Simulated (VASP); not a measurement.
# BN (Fmm2) in VASP: further runs, part 2 of 3

VASP 6.6.1.

## 3. Single point, PBE+D3(BJ)

Input file INCAR:

```
SYSTEM = BN
ALGO = Normal
EDIFF = 1E-6
ENCUT = 600
GGA = PE
GGA_COMPAT = .FALSE.
ISIF = 2
ISMEAR = 0
IVDW = 12
LASPH = .TRUE.
LCHARG = .FALSE.
LREAL = .FALSE.
LWAVE = .FALSE.
NBANDS = 11
NELM = 120
PREC = Accurate
SIGMA = 0.05
```

Input file KPOINTS:

```
k-points
0
G
  12 12 12
  0 0 0
```

Input file POSCAR:

```
BN
1.0
    0.0000000000      3.0875475335      2.4936477542
    1.1595573492      0.0000000000      2.4936477542
    1.1595573492      3.0875475335      0.0000000000
B N
1 1
Direct
   -0.0002040172     -0.0002040172      1.0002040172
    0.6669040072      0.6669040072      0.3330959928
```

Potentials or basis: VASP PAW PBE potentials, release 64 (B, N).

Command:

```bash
cat potpaw_PBE.64/B/POTCAR potpaw_PBE.64/N/POTCAR > POTCAR
mpirun -np 1 vasp_std > vasp.out
```

OUTCAR:

```text
SYSTEM = BN
   EDIFF = 1E-6
   ENCUT = 600
   GGA = PE
   ISIF = 2
   ISMEAR = 0
   IVDW = 12
   LASPH = .TRUE.
   LREAL = .FALSE.
   NELM = 120
   PREC = Accurate
 IVDW          = 12

 ion  position               nearest neighbor table
   1  1.000  1.000  0.000-   2 1.43   2 1.43   2 1.66
   2  0.667  0.667  0.333-   1 1.43   1 1.43   1 1.66

  LATTYP: Found a face centered orthorhombic cell.
 ALAT       =     2.3191146984
 B/A-ratio  =     2.1505169675
 C/A-ratio  =     2.6626949807

  Lattice vectors:

 A1 = (  -0.0000000000,   3.0875475335,   2.4936477542)
 A2 = (  -1.1595573492,   3.0875475335,   0.0000000000)
 A3 = (  -1.1595573492,   0.0000000000,   2.4936477542)

Analysis of symmetry for initial positions (statically):
=====================================================================
 Subroutine PRICEL returns:
 Original cell was already a primitive cell.

 Routine SETGRP: Setting up the symmetry group for a
 face centered orthorhombic supercell.

 Subroutine GETGRP returns: Found  4 space group operations
 (whereof  4 operations were pure point group operations)
 out of a pool of  8 trial point group operations.

The static configuration has the point symmetry C_2v.

Analysis of symmetry for dynamics (positions and initial velocities):
=====================================================================
 Subroutine PRICEL returns:
 Original cell was already a primitive cell.

 Routine SETGRP: Setting up the symmetry group for a
 face centered orthorhombic supercell.

 Subroutine GETGRP returns: Found  4 space group operations
 (whereof  4 operations were pure point group operations)
 out of a pool of  8 trial point group operations.

The dynamic configuration has the point symmetry C_2v.

 Subroutine INISYM returns: Found  4 space group operations
 (whereof  4 operations are pure point group operations),
 and found     1 'primitive' translations

[... 118 lines left out ...]
   LORBIT       =      0    0 simple, 1 ext, 2 COOP (PROOUT), +10 PAW based schemes
   GGA     = PE    functional components
   LHFCALC =     F    Hartree Fock is set to
   AEXX    =    0.0000 exact exchange contribution
   IVDW    =    12    specifies the selected vdW correction
   LEPSILON=     F    determine dielectric tensor
   LRPA    =     F    only Hartree local field effects (RPA)
 non-spin polarized calculation
 Gauss-broadening in eV      SIGMA  =   0.05
  energy-cutoff  :      600.00
  volume of cell :       17.86
 maximum number of plane-waves:       611
   NGX = 15   NGY = 11   NGZ = 13

 number of electron       8.0000000 magnetization

 Free energy of the ion-electron system (eV)
  ---------------------------------------------------
  ext. energy  EPLUGINS =         0.00000000
  ---------------------------------------------------
  free energy    TOTEN  =       -16.53334496 eV

  energy without entropy =      -16.53334496  energy(sigma->0) =      -16.53334496

 E-fermi :   3.3191     XC(G=0): -10.3553

 val. band max:        2.9844566126   @ k =   0.5000  -0.3333   0.1667
 cond. band min:       5.0202829956   @ k =   0.0000   0.5000   0.5000
 fundamental gap:      2.0358263829
 Fermi energy:         3.3191050619

 k-point     1 :       0.0000    0.0000    0.0000
  band No.  band energies     occupation
      1     -14.9573      2.00000
      2      -0.6432      2.00000
      3       0.2035      2.00000
      4       2.2869      2.00000
      5       6.6989      0.00000
      6      10.8923      0.00000
      7      14.5879      0.00000
      8      15.8496      0.00000
      9      18.9731      0.00000
     10      26.4496      0.00000
     11      29.3782      0.00000
[... 309 lines left out ...]
 k-point    24 :      -0.4167    0.1667   -0.0000
  band No.  band energies     occupation
      1     -11.2925      2.00000
      2      -5.3927      2.00000
      3      -3.0971      2.00000
      4       2.5594      2.00000
      5       7.2767      0.00000
      6      11.3290      0.00000
      7      15.3535      0.00000
      8      17.5584      0.00000
      9      20.9064      0.00000
     10      23.5449      0.00000
     11      25.2389      0.00000

 [... further k-points ...]

------------------------ aborting loop because EDIFF is reached ----------------------------------------

 Edisp (eV)   -0.28918

 E8    (eV) :    -0.0855

  FORCE on cell =-STRESS in cart. coord.  units (eV):
  Direction    XX          YY          ZZ          XY          YZ          ZX
  --------------------------------------------------------------------------------------
  -------------------------------------------------------------------------------------
  Total       6.14972     0.54727   -10.55600     0.00000     0.00000     0.00000
  in kB     551.81711    49.10655  -947.19422     0.00000     0.00000     0.00000
  external pressure =     -115.42 kB  Pullay stress =        0.00 kB

 VOLUME and BASIS-vectors are now :
 -----------------------------------------------------------------------------
  energy-cutoff  :      600.00
  volume of cell :       17.86
      direct lattice vectors                 reciprocal lattice vectors
     0.000000000  3.087547533  2.493647754    -0.431199026  0.161940827  0.200509474
     1.159557349  0.000000000  2.493647754     0.431199026 -0.161940827  0.200509474
     1.159557349  3.087547533  0.000000000     0.431199026  0.161940827 -0.200509474

 POSITION                                       TOTAL-FORCE (eV/Angst)
 -----------------------------------------------------------------------------------
      1.15956      3.08755      4.98628         0.000000      0.000000     -0.037150
      1.15956      3.08755      3.32605         0.000000      0.000000      0.037150
 -----------------------------------------------------------------------------------
    total drift:                               -0.000001      0.000005      0.000088

  FREE ENERGIE OF THE ION-ELECTRON SYSTEM (eV)
  ---------------------------------------------------
  free  energy   TOTEN  =       -16.8225208617 eV

  energy  without entropy=      -16.8225208617  energy(sigma->0) =      -16.82252086
```

Wall time 1.8 min (1 thread of Intel Xeon 8259CL, shared host); peak memory 0.21 GiB.

Results:

```
Free energy                : -16.8225 eV
Pressure                   : -11.5 GPa
Largest force              : 0.037 eV/Å
Band gap on the k mesh     : 2.04 eV (least direct gap 4.19 eV)
Dispersion energy per atom : -0.145 eV
```

Forces in eV/Å, atoms in the order of the input:
```
B    0.000  0.000 -0.037
N    0.000  0.000  0.037
```

Levels at points of the mesh, in eV from the valence-band top:
```
           k point  band 2  band 3  band 4  band 5  band 6  band 7
(0.00, 0.00, 0.00)   -3.63   -2.78   -0.70    3.71    7.91   11.60
(0.50, 0.00, 0.00)   -8.74   -5.00   -0.63    4.22    6.71   12.99
(0.50, 0.50, 0.00)   -9.57   -2.06   -1.31    5.94    9.34   11.69
(0.50, 0.00, 0.50)   -6.64   -2.63   -0.77    5.66    9.32   12.61
(0.00, 0.50, 0.50)   -8.99   -3.47   -2.16    2.04   13.13   14.22
```

Caveat: the cell differs from its parent crystal (strain +e along x and -e along y +0.0000, strain +e along z and -e/2 along x and y +0.1500); the stress differs along the axes, from -95 to 55 GPa.

## 4. Single point, PBE+D3(BJ)

Input file INCAR:

```
SYSTEM = BN
PREC = Accurate ; ENCUT = 600
EDIFF = 1E-6 ; ISMEAR = 0
SIGMA = 0.05 ; LREAL = .False.
LASPH = .True. ; NELM = 120
ALGO = Normal ; ISIF = 2
LWAVE = .False. ; LCHARG = .False.
GGA = PE ; IVDW = 12
NBANDS = 11 ; GGA_COMPAT = .False.
```

Input file KPOINTS:

```
regular mesh
0
Gamma
  12 12 12
  0 0 0
```

Input file POSCAR:

```
BN
1.0
    0.0000000000      3.5882309173      1.8431309488
    1.3475936760      0.0000000000      1.8431309488
    1.3475936760      3.5882309173      0.0000000000
B N
1 1
Direct
    0.0143988702      0.0143988702      0.9856011298
    0.6523011198      0.6523011198      0.3476988802
```

Command:

```bash
cat potpaw_PBE.64/B/POTCAR potpaw_PBE.64/N/POTCAR > POTCAR
mpirun -np 1 vasp_std > vasp.out
```

Run time: 85 s. Hardware: 1 thread of Intel Xeon 8259CL, shared host; peak memory 0.21 GiB.

It converged, with:

| Quantity | Value |
| --- | --- |
| Free energy | -16.5854 eV |
| Pressure | 36.8 GPa |
| Largest force | 0.005 eV/Å |
| Band gap on the k mesh | 3.66 eV (least direct gap 4.55 eV) |
| Dispersion energy per atom | -0.135 eV |

Forces on the atoms (eV/Å):
```
B    0.000  0.000  0.005
N    0.000  0.000 -0.005
```

Stress tensor (GPa, compression positive):
```
-14.49   0.00   0.00
  0.00  -2.38   0.00
  0.00   0.00 127.35
```

Levels at points of the mesh, in eV from the valence-band top:
```tsv
k point	band 2	band 3	band 4	band 5	band 6	band 7
(0.00, 0.00, 0.00)	-5.84	-2.70	-0.57	3.98	11.23	11.55
(0.50, 0.00, 0.00)	-10.38	-2.71	-2.03	3.66	11.97	13.20
(0.50, 0.50, 0.00)	-9.07	-7.52	-0.04	5.79	6.14	14.21
(0.50, 0.00, 0.50)	-7.21	-2.71	-0.56	8.82	9.84	11.46
(0.00, 0.50, 0.50)	-8.96	-7.56	-0.61	5.07	5.77	13.44
```

Caveat: the cell differs from its parent crystal (strain +e along x and -e along y +0.0000, strain +e along z and -e/2 along x and y -0.1500); the stress differs along the axes, from -14 to 127 GPa.

(Part 2 of 3 ends here.)
